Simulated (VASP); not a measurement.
Write the native input for VASP 6.6.1 that does the following.

```
Task                   : single point
Functional             : PBE
Potentials or basis    : VASP PAW PBE potentials, release 64 (Si, Ni)
Cutoff                 : 600 eV
k mesh                 : 8 × 8 × 8
Occupations            : gaussian, width 0.1 eV
Spin                   : no spin polarisation
Dipole correction      : no
Further INCAR settings : ALGO = Normal; EDIFF = 1e-06; NBANDS = 38
```

The structure of SiNi lies in POSCAR:

```
SiNi
1.0
    4.4263623053      0.0000000000      0.0000000000
    0.0000000000      4.4263623053      0.0000000000
    0.0000000000      0.0000000000      4.4263623053
Si Ni
4 4
Direct
    0.6531902129      0.1531902129      0.3468097871
    0.1531902129      0.3468097871      0.6531902129
    0.3468097871      0.6531902129      0.1531902129
    0.8468097871      0.8468097871      0.8468097871
    0.3502061501      0.8502061501      0.6497938499
    0.8502061501      0.6497938499      0.3502061501
    0.6497938499      0.3502061501      0.8502061501
    0.1497938499      0.1497938499      0.1497938499
```

One way to write it, as run:

INCAR

```
SYSTEM = SiNi
PREC     = Accurate       ! precision mode
ENCUT    = 600            ! plane-wave cutoff, eV
EDIFF    = 1E-6           ! SCF threshold, eV
ISMEAR   = 0              ! smearing method
SIGMA    = 0.1            ! smearing width, eV
LREAL    = .False.        ! projectors in reciprocal space
LASPH    = .True.         ! aspherical terms in the spheres
NELM     = 120            ! most SCF steps
ALGO     = Normal         ! electronic algorithm
ISIF     = 2              ! what is computed and relaxed
LWAVE    = .False.        ! write WAVECAR
LCHARG   = .False.        ! write CHGCAR
GGA      = PE             ! functional
NBANDS   = 38             ! bands
GGA_COMPAT= .False.
```

KPOINTS

```
regular mesh
0
Gamma
  8 8 8
  0 0 0
```

Potentials or basis: VASP PAW PBE potentials, release 64 (Si, Ni).

Run with:

```console
$ cat potpaw_PBE.64/Si/POTCAR potpaw_PBE.64/Ni/POTCAR > POTCAR
$ mpirun -np 1 vasp_std > vasp.out
```

It gave:

| Property | Result |
| --- | --- |
| Pressure | 12.9 GPa |
| Largest force | 0.006 eV/Å |
| Band gap on the k mesh | zero (bands 28 and 29 overlap by 1.27 eV) |

Caveat: the cell stands under pressure.

Run time: 98 s on 1 thread of AMD EPYC 9R45 96-Core Processor (Zen 5) (shared host), peak memory 0.26 GiB.
